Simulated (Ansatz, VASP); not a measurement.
**BaTe: VASP beside Ansatz**

Contents of INCAR:

```
SYSTEM = BaTe
  PREC = Accurate
  ENCUT = 520
  EDIFF = 1E-7
  ISMEAR = 0
  SIGMA = 0.05
  LREAL = .FALSE.
  LASPH = .TRUE.
  NELM = 100
  ALGO = Normal
  ISIF = 2
  LWAVE = .FALSE.
  LCHARG = .TRUE.
  GGA = PS
  LELF = .TRUE.
  LVHAR = .TRUE.
  NBANDS = 15
```

KPOINTS

```
Automatic mesh
0
G
  6 6 6
  0 0 0
```

File POSCAR:

```
BaTe
1.0
    4.6034632800      0.0000000000      0.0000000000
    0.0000000000      4.6034632800      0.0000000000
    0.0000000000      0.0000000000      4.2624660000
Ba Te
1 1
Direct
    0.0000000000      0.0000000000      0.0000000000
    0.5000000000      0.5000000000      0.5000000000
```

Input for Ansatz:

```yaml
crystal:
  lattice:
    - [4.60346328, 0.0, 0.0]
    - [0.0, 4.60346328, 0.0]
    - [0.0, 0.0, 4.262466]
  atoms:
    - { symbol: Ba, position: [0.0, 0.0, 0.0] }
    - { symbol: Te, position: [0.5, 0.5, 0.5] }
basis:
  ecutwfc: 420
kpoints:
  mp_grid: { grid: [6, 6, 6] }
hamiltonian:
  xc: pbesol
scf:
  occupations: { method: gaussian, width: 0.05 }
output:
  forces: true
  stress: true
  eigenvalues: true
```

Change from the starting cell: strain +0.080 along x and y, +0.000 along z, atoms carried along.

Alike in both runs: task single point; functional PBEsol; k mesh 6 × 6 × 6; occupations gaussian, width 0.05 eV; no spin polarisation.

|  | VASP | Ansatz |
| --- | --- | --- |
| version | VASP 6.6.1 | Ansatz 0.2.0 |
| potentials or method | VASP PAW PBE potentials, release 64 (Ba_sv, Te), cutoff 520 eV | scalar-relativistic, plane waves, PAW |
| valence electrons in the cell | 16 | 26 |

|  | VASP | Ansatz | Ansatz less VASP |
| --- | --- | --- | --- |
| gap on the k mesh at the Fermi level (eV) | 0.37 | 0.44 | +0.067 |
| least direct gap on the mesh (eV) | 0.37 | 0.44 | +0.067 |
| pressure (GPa) | -4.7 | -5.0 | -0.25 |
| traceless stress, the component that is largest in VASP (GPa) | 3.09 | 3.09 | -0.005 |

VASP's potentials were made for PBE, not for PBEsol. VASP's potentials hold 16 valence electrons a cell and Ansatz's 26, so a difference there can come from the potentials and not from the codes.

Neither program's run includes spin-orbit coupling.
